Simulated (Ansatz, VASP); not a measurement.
## Two plane-wave programs on BaTiO3

INCAR

```
SYSTEM = BaTiO3
  PREC = Accurate
  ENCUT = 520
  EDIFF = 1E-6
  ISMEAR = 0
  SIGMA = 0.05
  LREAL = .FALSE.
  LASPH = .TRUE.
  NELM = 150
  ALGO = Normal
  ISIF = 2
  LWAVE = .FALSE.
  LCHARG = .FALSE.
  LMAXMIX = 4
  LDAU = .TRUE.
  LDAUTYPE = 2
  LDAUL = -1 2 -1
  LDAUU = 0 4 0
  LDAUJ = 0 0 0
  LDAUPRINT = 1
  GGA = PE
  NBANDS = 28
```

KPOINTS

```
regular mesh
0
G
  6 6 6
  0 0 0
```

Contents of POSCAR:

```
BaTiO3
1.0
    3.9435594665      0.0000000000      0.0000000000
    0.0000000000      2.8269301172      2.9813313255
    0.0000000000     -2.8269301172      2.9813313255
Ba Ti O
1 1 3
Direct
    0.0000000000      0.0080771845      0.0080771845
    0.5000000000      0.5197092871      0.5197092871
    0.0000000000      0.4916268390      0.4916268390
    0.5000000000      0.4938075372      0.9829991522
    0.5000000000      0.9829991522      0.4938075372
```

Input for Ansatz:

```yaml
crystal:
  lattice:
    - [3.9435594665, 0.0, 0.0]
    - [0.0, 2.8269301172, 2.9813313255]
    - [0.0, -2.8269301172, 2.9813313255]
  atoms:
    - { symbol: Ba, position: [0.0, 0.0080771845, 0.0080771845] }
    - { symbol: Ti, position: [0.5, 0.5197092871, 0.5197092871] }
    - { symbol: O, position: [0.0, 0.491626839, 0.491626839] }
    - { symbol: O, position: [0.5, 0.4938075372, 0.9829991522] }
    - { symbol: O, position: [0.5, 0.9829991522, 0.4938075372] }
basis:
  ecutwfc: 420
kpoints:
  mp_grid: { grid: [6, 6, 6] }
hamiltonian:
  xc: pbe
  hubbard: { sites: [{ species: Ti, l: d, u_eff: 4.0 }] }
scf:
  occupations: { method: gaussian, width: 0.05 }
output:
  forces: true
  stress: true
  eigenvalues: true
```

Alike in both runs: task single point; functional PBE; k mesh 6 × 6 × 6; occupations gaussian, width 0.05 eV; no spin polarisation; Hubbard terms Ti d U = 4.0 eV.

|  | VASP | Ansatz |
| --- | --- | --- |
| version | VASP 6.6.1 | Ansatz 0.2.0 |
| potentials or method | VASP PAW PBE potentials, release 64 (Ba_sv, Ti_sv, O), cutoff 520 eV | scalar-relativistic, plane waves, PAW |
| valence electrons in the cell | 40 | 40 |

VASP gave:

* gap on the k mesh at the Fermi level (eV): 2.38
* least direct gap on the mesh (eV): 2.75
* pressure (GPa): 3.9
* traceless stress, the component that is largest in VASP (GPa): -6.89
* rms of the force components (eV/Å): 0.134

Which values does Ansatz return?

gap on the k mesh at the Fermi level (eV): 2.41; least direct gap on the mesh (eV): 2.77; pressure (GPa): 0.4; traceless stress, the component that is largest in VASP (GPa): -6.50; rms of the force components (eV/Å): 0.098.

The programs project onto different local orbitals, so the same U acts differently, and such runs can settle in different states. Atom by atom the forces differ by 0.213 eV/Å (rms over components).

Spin-orbit coupling is off throughout.
